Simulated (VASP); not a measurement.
# Ta (I4/mmm) in VASP: a series of runs

The runs below take Ta through single point, with PBE.

Everything below comes from runs of VASP 6.6.1. Logs are shortened: lines on timing, memory, paths and dates and some standing lists are left out, and cuts for length are marked.

## (1) The cell of the first run

The structure is tetragonal, space group I4/mmm (No. 139). The conventional cell has a = 3.253 Å, b = 3.253 Å, c = 3.303 Å, α = 90.00°, β = 90.00°, γ = 90.00°. Within 3.7 Å of Ta (site symmetry 4/mmm) lie 14 Ta at 2.83 to 3.30 Å.

## (2) Single point, PBE (strain -0.015 along x and y, +0.000 along z)

INCAR

```
ALGO = Normal
EDIFF = 1E-7
ENCUT = 520
GGA = PE
ISIF = 2
ISMEAR = 0
LASPH = True
LCHARG = False
LREAL = False
LWAVE = False
NBANDS = 12
NELM = 80
PREC = Accurate
SIGMA = 0.15
```

KPOINTS

```
k-points
0
Gamma
  20 20 20
```

POSCAR

```
Ta
1.0
   -1.6265108000      1.6265108000      1.6512800000
    1.6265108000     -1.6265108000      1.6512800000
    1.6265108000      1.6265108000     -1.6512800000
Ta
1
Direct
    0.0000000000      0.0000000000      0.0000000000
```

Potentials or basis: VASP PAW PBE potentials, release 64 (Ta_pv).

Command:

```
cat potpaw_PBE.64/Ta_pv/POTCAR > POTCAR
mpirun -np 1 vasp_std > vasp.out
```

OUTCAR:

```text
EDIFF = 1E-7
   ENCUT = 520
   GGA = PE
   ISIF = 2
   ISMEAR = 0
   LASPH = True
   LREAL = False
   NELM = 80
   PREC = Accurate

 ion  position               nearest neighbor table
   1  0.000  0.000  0.000-

  LATTYP: Found a body centered tetragonal cell.
 ALAT       =     3.2530216000
 C/A-ratio  =     1.0152284264

  Lattice vectors:

 A1 = (  -1.6265108000,   1.6265108000,   1.6512800000)
 A2 = (   1.6265108000,  -1.6265108000,   1.6512800000)
 A3 = (   1.6265108000,   1.6265108000,  -1.6512800000)

Analysis of symmetry for initial positions (statically):
=====================================================================
 Subroutine PRICEL returns:
 Original cell was already a primitive cell.

 Routine SETGRP: Setting up the symmetry group for a
 body centered tetragonal supercell.

 Subroutine GETGRP returns: Found 16 space group operations
 (whereof 16 operations were pure point group operations)
 out of a pool of 16 trial point group operations.

The static configuration has the point symmetry D_4h.

Analysis of symmetry for dynamics (positions and initial velocities):
=====================================================================
 Subroutine PRICEL returns:
 Original cell was already a primitive cell.

 Routine SETGRP: Setting up the symmetry group for a
 body centered tetragonal supercell.

 Subroutine GETGRP returns: Found 16 space group operations
 (whereof 16 operations were pure point group operations)
 out of a pool of 16 trial point group operations.

The dynamic configuration has the point symmetry D_4h.

 Subroutine INISYM returns: Found 16 space group operations
 (whereof 16 operations are pure point group operations),
 and found     1 'primitive' translations

----------------------------------------------------------------------------------------

                                     Primitive cell

  volume of cell :      17.4741

  direct lattice vectors                    reciprocal lattice vectors
    -1.626510800  1.626510800  1.651280000     0.000000000  0.307406505  0.302795407
     1.626510800 -1.626510800  1.651280000     0.307406505  0.000000000  0.302795407
     1.626510800  1.626510800 -1.651280000     0.307406505  0.307406505  0.000000000

  length of vectors
     2.831572073  2.831572073  2.831572073     0.431490229  0.431490229  0.434738448

  position of ions in fractional coordinates (direct lattice)
     0.000000000  0.000000000  0.000000000

  ion indices of the primitive-cell ions
   primitive index   ion index
                 1           1

----------------------------------------------------------------------------------------

 KPOINTS: k-points

Automatic generation of k-mesh.
 Grid dimensions read from file:
 generate k-points for:   20   20   20

 Generating k-lattice:

  Cartesian coordinates                     Fractional coordinates (reciprocal lattice)
     0.000000000  0.015370325  0.015139770     0.050000000  0.000000000  0.000000000
     0.015370325  0.000000000  0.015139770     0.000000000  0.050000000  0.000000000
     0.015370325  0.015370325  0.000000000     0.000000000  0.000000000  0.050000000

  Length of vectors
     0.021574511  0.021574511  0.021736922

  Shift w.r.t. Gamma in fractional coordinates (k-lattice)
     0.000000000  0.000000000  0.000000000

 Subroutine IBZKPT returns following result:
 ===========================================

 Found    641 irreducible k-points:

 Following reciprocal coordinates:
            Coordinates               Weight
  0.000000  0.000000  0.000000      1.000000
  0.050000  0.000000 -0.000000      8.000000
  0.100000  0.000000 -0.000000      8.000000
  0.150000  0.000000 -0.000000      8.000000
  0.200000  0.000000 -0.000000      8.000000
  0.250000  0.000000 -0.000000      8.000000
[... 16 lines left out ...]
 -0.400000  0.050000 -0.000000     16.000000
 -0.350000  0.050000  0.000000     16.000000
 [... further k-points ...]
   k-points           NKPTS =    641   k-points in BZ     NKDIM =    641   number of bands    NBANDS=     12
   number of dos      NEDOS =    301   number of ions     NIONS =      1
   total plane-waves  NPLWV =  13824
   dimension x,y,z NGX =    24 NGY =   24 NGZ =   24
   dimension x,y,z NGXF=    48 NGYF=   48 NGZF=   48
   ions per type =               1
   NGX,Y,Z   is equivalent  to a cutoff of  14.09, 14.09, 14.09 a.u.
   NGXF,Y,Z  is equivalent  to a cutoff of  28.18, 28.18, 28.18 a.u.
 SYSTEM =  unknown system
   PREC   = accura    normal or accurate (medium, high low for compatibility)
   ISTART =      0    job   : 0-new  1-cont  2-samecut
   ICHARG =      2    charge: 1-file 2-atom 10-const
   ISPIN  =      1    spin polarized calculation?
   LNONCOLLINEAR =      F non collinear calculations
   LSORBIT =      F    spin-orbit coupling
   LASPH  =      T    aspherical Exc in radial PAW
   ENCUT  =  520.0 eV  38.22 Ry    6.18 a.u.   5.26  5.26  5.26*2*pi/ulx,y,z
   NELM   =     80;   NELMIN=  2; NELMDL= -5     # of ELM steps
   EDIFF  = 0.1E-06   stopping-criterion for ELM
   LREAL  =      F    real-space projection
   EDIFFG = 0.1E-05   stopping-criterion for IOM
   NSW    =      0    number of steps for IOM
   IBRION =     -1    ionic relax: 0-MD 1-quasi-New 2-CG
   NFREE  =      0    steps in history (QN), initial steepest desc. (CG)
   ISIF   =      2    stress and relaxation
   ISYM   =      2    0-nonsym 1-usesym 2-fastsym
   POTIM  = 0.5000    time-step for ionic-motion
   TEBEG  =    0.0;   TEEND  =   0.0 temperature during run
   PSTRESS=    0.0 pullay stress
   NELECT =      11.0000    total number of electrons
   NUPDOWN=      -1.0000    fix difference up-down
   EMIN   =  10.00;   EMAX   =-10.00  energy-range for DOS
   EFERMI =   0.00;   METHOD = LEGACY
   ISMEAR =     0;   SIGMA  =   0.15  broadening in eV -4-tet -1-fermi 0-gaus
   EFERMI_NEDOS =   21; number of points for ismear=-14 and -15
   IALGO  =     38    algorithm
   IMIX   =      4    mixing-type and parameters
     AMIX     =   0.40;   BMIX     =  1.00
     AMIX_MAG =   1.60;   BMIX_MAG =  1.00
  volume/ion in A,a.u.               =      17.47       117.92
  Fermi-wavevector in a.u.,A,eV,Ry     =   1.403053  2.651386 26.783868  1.968559
  Thomas-Fermi vector in A             =   2.525754
   LORBIT       =      0    0 simple, 1 ext, 2 COOP (PROOUT), +10 PAW based schemes
   GGA     = PE    functional components
   LHFCALC =     F    Hartree Fock is set to
   AEXX    =    0.0000 exact exchange contribution
   IVDW    =     0    specifies the selected vdW correction
   LEPSILON=     F    determine dielectric tensor
   LRPA    =     F    only Hartree local field effects (RPA)
 non-spin polarized calculation
 Gauss-broadening in eV      SIGMA  =   0.15
  energy-cutoff  :      520.00
  volume of cell :       17.47
 maximum number of plane-waves:       482
 NGX is ok and might be reduce to    24
   NGX = 11   NGY = 11   NGZ = 11

 number of electron      11.0000001 magnetization

 Free energy of the ion-electron system (eV)
  ---------------------------------------------------
  ext. energy  EPLUGINS =         0.00000000
  ---------------------------------------------------
  free energy    TOTEN  =       -11.79434512 eV

  energy without entropy =      -11.78019508  energy(sigma->0) =      -11.78727010

 E-fermi :   5.7234     XC(G=0): -12.7741

 val. band max:        5.7200629217   @ k =   0.4000   0.2000   0.0500
 cond. band min:       5.7248697969   @ k =  -0.1000   0.4000   0.1000
 fundamental gap:      0.0048068751
 Fermi energy:         5.7233795509

 k-point     1 :       0.0000    0.0000    0.0000
  band No.  band energies     occupation
      1     -27.2189      2.00000
      2     -27.2152      2.00000
      3     -27.2152      2.00000
      4      -2.2970      2.00000
      5       6.4049      0.00000
      6       6.4049      0.00000
      7       6.6020      0.00000
      8       9.7114      0.00000
      9       9.9840      0.00000
     10      20.5349      0.00000
     11      20.7054      0.00000
     12      20.9849      0.00000

 k-point     2 :       0.0500    0.0000   -0.0000
  band No.  band energies     occupation
      1     -27.2520      2.00000
      2     -27.2257      2.00000
      3     -27.2171      2.00000
      4      -2.1809      2.00000
      5       6.3858      0.00000
      6       6.3880      0.00000
      7       6.6568      0.00000
      8       9.6081      0.00000
      9       9.9554      0.00000
     10      20.5349      0.00000
     11      20.8880      0.00000
     12      21.1869      0.00000

 k-point     3 :       0.1000    0.0000   -0.0000
  band No.  band energies     occupation
      1     -27.3520      2.00000
      2     -27.2558      2.00000
      3     -27.2175      2.00000
      4      -1.8427      2.00000
      5       6.2060      0.00001
      6       6.3066      0.00000
      7       6.9650      0.00000
      8       9.3432      0.00000
      9       9.9285      0.00000
     10      20.5347      0.00000
     11      21.2214      0.00000
     12      21.7760      0.00000

 k-point     4 :       0.1500    0.0000   -0.0000
  band No.  band energies     occupation
      1     -27.5050      2.00000
      2     -27.3025      2.00000
      3     -27.2180      2.00000
      4      -1.3142      2.00000
      5       5.9039      0.08881
      6       6.1238      0.00016
      7       7.5120      0.00000
      8       9.1071      0.00000
      9       9.9314      0.00000
     10      20.5342      0.00000
     11      21.5497      0.00000
     12      22.7093      0.00000

 k-point     5 :       0.2000    0.0000   -0.0000
  band No.  band energies     occupation
      1     -27.6930      2.00000
      2     -27.3608      2.00000
      3     -27.2186      2.00000
      4      -0.6536      2.00000
      5       5.5473      1.90303
      6       5.8489      0.23674
      7       8.2644      0.00000
      8       9.0488      0.00000
      9       9.9731      0.00000
     10      20.5332      0.00000
     11      21.5956      0.00000
     12      23.4981      0.00000
[... 228 lines left out ...]
      1     -28.4966      2.00000
      2     -27.6333      2.00000
      3     -27.2355      2.00000
      4       1.3063      2.00000
      5       4.1986      2.00000
      6       7.1859      0.00000
      7       9.6192      0.00000
      8      10.8639      0.00000
      9      13.8196      0.00000
     10      17.8426      0.00000
     11      18.0946      0.00000
     12      20.5452      0.00000

 k-point    22 :      -0.4500    0.0500    0.0000
  band No.  band energies     occupation
      1     -28.4411      2.00000
      2     -27.6132      2.00000
      3     -27.2355      2.00000
      4       1.2987      2.00000
      5       4.2844      2.00000
      6       6.6917      0.00000
      7       9.6642      0.00000
      8      10.7580      0.00000
      9      13.1531      0.00000
     10      18.3267      0.00000
     11      18.5327      0.00000
     12      20.5469      0.00000

 k-point    23 :      -0.4000    0.0500   -0.0000
  band No.  band energies     occupation
      1     -28.3340      2.00000
      2     -27.5747      2.00000
      3     -27.2352      2.00000
      4       1.2196      2.00000
      5       4.4535      2.00000
      6       6.0556      0.00174
      7       9.5778      0.00000
      8      10.6019      0.00000
      9      12.1140      0.00000
     10      19.0098      0.00000
     11      19.5277      0.00000
     12      20.5550      0.00000

 k-point    24 :      -0.3500    0.0500    0.0000
  band No.  band energies     occupation
      1     -28.1837      2.00000
      2     -27.5215      2.00000
      3     -27.2345      2.00000
      4       0.9578      2.00000
      5       4.6984      2.00000
      6       5.5953      1.77289
      7       9.3699      0.00000
      8      10.4309      0.00000
      9      10.9598      0.00000
     10      19.8797      0.00000
     11      20.4934      0.00000
     12      20.8988      0.00000

 [... further k-points ...]

------------------------ aborting loop because EDIFF is reached ----------------------------------------

  FORCE on cell =-STRESS in cart. coord.  units (eV):
  Direction    XX          YY          ZZ          XY          YZ          ZX
  --------------------------------------------------------------------------------------
  -------------------------------------------------------------------------------------
  Total        1.1613817      1.1613817      0.9422050      0.0000000      0.0000000      0.0000000
  in kB      106.4856168    106.4856168     86.3895864      0.0000000      0.0000000      0.0000000
  external PRESSURE =      99.7869400 kB  Pullay stress =       0.0000000 kB

 VOLUME and BASIS-vectors are now :
 -----------------------------------------------------------------------------
  energy-cutoff  :      520.00
  volume of cell :       17.47
      direct lattice vectors                 reciprocal lattice vectors
    -1.626510800  1.626510800  1.651280000     0.000000000  0.307406505  0.302795407
     1.626510800 -1.626510800  1.651280000     0.307406505  0.000000000  0.302795407
     1.626510800  1.626510800 -1.651280000     0.307406505  0.307406505  0.000000000

 POSITION                                       TOTAL-FORCE (eV/Angst)
 -----------------------------------------------------------------------------------
      0.00000      0.00000      0.00000        -0.000000      0.000000      0.000000
 -----------------------------------------------------------------------------------
    total drift:                                0.000000      0.000000      0.000000

  FREE ENERGIE OF THE ION-ELECTRON SYSTEM (eV)
  ---------------------------------------------------
  free  energy   TOTEN  =       -11.7943451168 eV

  energy  without entropy=      -11.7801950810  energy(sigma->0) =      -11.78727010
```

It took 93 s on 1 thread of Intel Xeon 8259CL, shared host; peak memory 0.25 GiB.

Results:

```
Free energy            : -11.7943 eV
Pressure               : 10.0 GPa
Band gap on the k mesh : zero (an odd number of electrons rules out a gap without spin polarisation)
```

Caveat: the cell differs from its parent crystal (strain -0.015 along x and y, +0.000 along z); the cell stands under pressure; spin-orbit coupling is left out, which moves the levels of the heavy elements.

## (3) Single point, PBE (strain +0.000 along x and y, -0.015 along z)

INCAR

```
PREC = Accurate ; ENCUT = 520
EDIFF = 1E-6 ; ISMEAR = 0
SIGMA = 0.15 ; LREAL = F
LASPH = T ; NELM = 80
ALGO = Fast ; ISIF = 2
LWAVE = F ; LCHARG = F
GGA = PE ; NBANDS = 12
```

KPOINTS

```
regular mesh
0
Gamma
  20 20 20
```

POSCAR

```
Ta
1.0
   -1.6512800000      1.6512800000      1.6265108000
    1.6512800000     -1.6512800000      1.6265108000
    1.6512800000      1.6512800000     -1.6265108000
Ta
1
Direct
    0.0000000000      0.0000000000      0.0000000000
```

Potentials or basis: VASP PAW PBE potentials, release 64 (Ta_pv).

Command:

```
cat potpaw_PBE.64/Ta_pv/POTCAR > POTCAR
mpirun -np 1 vasp_std > vasp.out
```

It took 2.2 min on 1 thread of Intel Xeon 8259CL, shared host; peak memory 0.25 GiB.

The run converged. Its results:

```yaml
Free_energy: -11.8081 eV
Pressure: 6.5 GPa
Band_gap_on_the_k_mesh: zero (an odd number of electrons rules out a gap without spin polarisation)
```

Stress tensor (GPa, compression positive):
```
5.89 0.00 0.00
0.00 5.89 0.00
0.00 0.00 7.84
```

Levels at points of the mesh, in eV from the Fermi level:
| k point | band 2 | band 3 | band 4 | band 5 | band 6 | band 7 | band 8 | band 9 | band 10 | band 11 |
| --- | --- | --- | --- | --- | --- | --- | --- | --- | --- | --- |
| (0.00, 0.00, 0.00) | -33.00 | -33.00 | -7.96 | 0.61 | 0.81 | 0.81 | 3.93 | 4.21 | 15.00 | 15.00 |
| (0.50, 0.00, 0.00) | -33.41 | -33.02 | -4.43 | -1.64 | 1.71 | 4.03 | 5.07 | 7.97 | 12.00 | 12.02 |
| (0.50, 0.50, 0.00) | -33.39 | -33.00 | -4.44 | -1.44 | 1.59 | 3.79 | 4.92 | 7.93 | 11.92 | 12.08 |
| (0.50, 0.50, 0.50) | -33.87 | -33.83 | -3.91 | -3.86 | 6.95 | 6.95 | 7.01 | 8.68 | 8.68 | 9.07 |

Caveat: the cell differs from its parent crystal (strain +0.000 along x and y, -0.015 along z); the cell stands under pressure; spin-orbit coupling is left out, which moves the levels of the heavy elements.

## (4) Single point, PBE (strain -0.015 along x and y, +0.015 along z)

INCAR

```
SYSTEM = Ta
ALGO = Normal
EDIFF = 1E-6
ENCUT = 520
GGA = PE
ISIF = 2
ISMEAR = 0
LASPH = .TRUE.
LCHARG = .TRUE.
LELF = .TRUE.
LREAL = .FALSE.
LVHAR = .TRUE.
LWAVE = .FALSE.
NBANDS = 12
NELM = 80
PREC = Accurate
SIGMA = 0.15
```

KPOINTS

```
k-points
0
G
  20 20 20
  0 0 0
```

POSCAR

```
Ta
1.0
   -1.6265108000      1.6265108000      1.6760492000
    1.6265108000     -1.6265108000      1.6760492000
    1.6265108000      1.6265108000     -1.6760492000
Ta
1
Direct
    0.0000000000      0.0000000000      0.0000000000
```

Command:

```
cat potpaw_PBE.64/Ta_pv/POTCAR > POTCAR
mpirun -np 1 vasp_std > vasp.out
```

Wall time 2.1 min (1 thread of Intel Xeon 8259CL, shared host); peak memory 0.25 GiB.

It converged, with:

| Item | Value |
| --- | --- |
| Free energy | -11.8049 eV |
| Pressure | 6.6 GPa |
| Band gap on the k mesh | zero (an odd number of electrons rules out a gap without spin polarisation) |

Stress tensor (GPa, compression positive):
```
7.86 0.00 0.00
0.00 7.86 0.00
0.00 0.00 4.18
```

Levels at points of the mesh, in eV from the Fermi level:
| k point | band 2 | band 3 | band 4 | band 5 | band 6 | band 7 | band 8 | band 9 | band 10 | band 11 |
| --- | --- | --- | --- | --- | --- | --- | --- | --- | --- | --- |
| (0.00, 0.00, 0.00) | -33.00 | -33.00 | -7.97 | 0.62 | 0.62 | 1.00 | 3.80 | 4.32 | 14.74 | 14.76 |
| (0.50, 0.00, 0.00) | -33.39 | -33.01 | -4.45 | -1.44 | 1.59 | 3.72 | 4.99 | 7.91 | 11.92 | 12.07 |
| (0.50, 0.50, 0.00) | -33.43 | -33.03 | -4.43 | -1.84 | 1.82 | 4.31 | 5.19 | 8.01 | 11.93 | 12.12 |
| (0.50, 0.50, 0.50) | -33.84 | -33.84 | -3.94 | -3.84 | 6.89 | 7.01 | 7.01 | 8.29 | 9.06 | 9.06 |

Caveat: the cell differs from its parent crystal (strain -0.015 along x and y, +0.015 along z); the cell stands under pressure; spin-orbit coupling is left out, which moves the levels of the heavy elements.

(Part 1 of 2 ends here.)
